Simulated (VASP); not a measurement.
Here is a VASP 6.6.1 calculation.

INCAR

```
SYSTEM = Lu
PREC = Accurate
ENCUT = 520
EDIFF = 1E-6
ISMEAR = -1
SIGMA = 0.08
LREAL = .False.
LASPH = .True.
NELM = 60
ALGO = Normal
ISIF = 2
LWAVE = .False.
LCHARG = .False.
GGA = PE
NBANDS = 18
```

Contents of KPOINTS:

```
regular mesh
0
Gamma
  15 15 15
  0 0 0
```

The input POSCAR:

```
Lu
1.0
    0.0000000000      2.2712892155      2.2712892155
    2.2712892155      0.0000000000      2.2712892155
    2.2712892155      2.2712892155      0.0000000000
Lu
1
Direct
    0.0000000000      0.0000000000      0.0000000000
```

Potentials or basis: VASP PAW PBE potentials, release 64 (Lu).

Command:

```sh
$ cat potpaw_PBE.64/Lu/POTCAR > POTCAR
$ mpirun -np 1 vasp_std > vasp.out
```

(1) Estimate the pressure.

(2) What does it give for the band gap on the k mesh?

## Answers

(1) 13.4 GPa.

(2) zero (an odd number of electrons rules out a gap without spin polarisation).

Caveat: the cell stands under pressure; spin-orbit coupling is left out, which moves the levels of the heavy elements.
